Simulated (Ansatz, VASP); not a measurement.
**Ga in VASP and in Ansatz**

Contents of POSCAR:

```
Ga
1.0
    2.1706726949     -3.6892516096      0.0000000000
    2.1706726949      3.6892516096      0.0000000000
    0.0000000000      0.0000000000      4.4103412028
Ga
4
Direct
    0.8442341898      0.1557658102      0.0855794265
    0.6557658102      0.3442341898      0.5855794265
    0.1557658102      0.8442341898      0.9144205735
    0.3442341898      0.6557658102      0.4144205735
```

INCAR.step1

```
SYSTEM = Ga
PREC     = Accurate       ! precision mode
ENCUT    = 520            ! plane-wave cutoff, eV
ISMEAR   = -1             ! smearing method
SIGMA    = 0.1            ! smearing width, eV
LREAL    = .False.        ! projectors in reciprocal space
LASPH    = .True.         ! aspherical terms in the spheres
NELM     = 60             ! most SCF steps
NBANDS   = 34             ! bands
GGA      = PE             ! functional
ALGO     = Normal         ! electronic algorithm
EDIFF    = 1E-4           ! SCF threshold, eV
LWAVE    = .True.         ! write WAVECAR
LCHARG   = .False.        ! write CHGCAR
```

Contents of INCAR.step2:

```
SYSTEM = Ga
PREC     = Accurate       ! precision mode
ENCUT    = 520            ! plane-wave cutoff, eV
EDIFF    = 1E-7           ! SCF threshold, eV
ISMEAR   = -1             ! smearing method
SIGMA    = 0.1            ! smearing width, eV
LREAL    = .False.        ! projectors in reciprocal space
LASPH    = .True.         ! aspherical terms in the spheres
NELM     = 60             ! most SCF steps
ALGO     = Normal         ! electronic algorithm
ISIF     = 2              ! what is computed and relaxed
LWAVE    = .False.        ! write WAVECAR
LCHARG   = .False.        ! write CHGCAR
METAGGA  = R2SCAN         ! meta-GGA
LMIXTAU  = .True.       
NBANDS   = 34             ! bands
ISTART   = 1
```

File KPOINTS:

```
regular mesh
0
Gamma
  11 11 9
  0 0 0
```

Input for Ansatz:

```yaml
crystal:
  lattice:
    - [2.1706726949, -3.6892516096, 0.0]
    - [2.1706726949, 3.6892516096, 0.0]
    - [0.0, 0.0, 4.4103412028]
  atoms:
    - { symbol: Ga, position: [0.8442341898, 0.1557658102, 0.0855794265] }
    - { symbol: Ga, position: [0.6557658102, 0.3442341898, 0.5855794265] }
    - { symbol: Ga, position: [0.1557658102, 0.8442341898, 0.9144205735] }
    - { symbol: Ga, position: [0.3442341898, 0.6557658102, 0.4144205735] }
hamiltonian:
  xc: r2scan
  pseudopotentials:
    kind: paw
    azcp:
      Ga: "pseudopotentials/Ga.paw.azcp"
basis:
  ecutwfc: 500
  fft_grid_basis: typed
kpoints:
  mp_grid: { grid: [11, 11, 9], shift: [0, 0, 0] }
magnetization:
  spin_polarized: false
scf:
  occupations: { method: fermi_dirac, width: 0.1 }
output:
  stress: true
```

Alike in both runs: task single point; functional r2SCAN; k mesh 11 × 11 × 9; occupations fermi-dirac, width 0.1 eV; no spin polarisation.

|  | VASP | Ansatz |
| --- | --- | --- |
| version | VASP 6.6.1 | Ansatz 0.2.0 |
| potentials or method | VASP PAW PBE potentials, release 64 (Ga_d), cutoff 520 eV | plane waves (500 eV) with PAW, scalar-relativistic |
| valence electrons in the cell | 52 | 52 |

|  | VASP | Ansatz | Ansatz less VASP |
| --- | --- | --- | --- |
| pressure (GPa) | 6.6 | 6.6 | -0.07 |
| traceless stress, the component that is largest in VASP (GPa) | 0.47 | 0.47 | +0.001 |

VASP's potentials were made for PBE, not for r2SCAN.
